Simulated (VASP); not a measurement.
Runs of VASP 6.6.1 on NiO. The structure is that of space group Fm-3m (No. 225), or close to it. The cells are those of the table. 

```tsv
task	cell	cutoff (eV)	gap on the mesh (eV)	pressure (GPa)
single point	a = 2.961 Å, angles 60.0°, 2 atoms	520	none	-3.7
relaxation of shape and atoms at fixed volume	relaxed from a = 2.961 Å, angles 60.0°, 2 atoms	600	none	-4.0
single point	a = 2.901 Å, angles 60.0°, 2 atoms	520	none	9.4
single point	a = 2.941 Å, angles 60.0°, 2 atoms	520	none	(a)
single point	a = 2.980 Å, angles 60.0°, 2 atoms	520	none	-7.2
```

Alike in all rows: level PBE; potentials or basis VASP PAW PBE potentials, release 64 (Ni, O); no spin polarisation; k mesh 14 × 14 × 14; smearing gaussian 0.05 eV.

Question: Estimate the missing entries.

Answer: (a) 0.1.

Caveats: the run has no spin polarisation, though such a crystal can be magnetic; semilocal functionals often make such compounds metallic where correlation or magnetic order opens a gap, which also shifts bond lengths; the cell stands under tension (at least some runs); the relaxation stopped at its first step, so nothing moved (at least some runs); the cell stands under pressure (at least some runs).

A gap of «none» marks levels without a gap at the run's occupations.
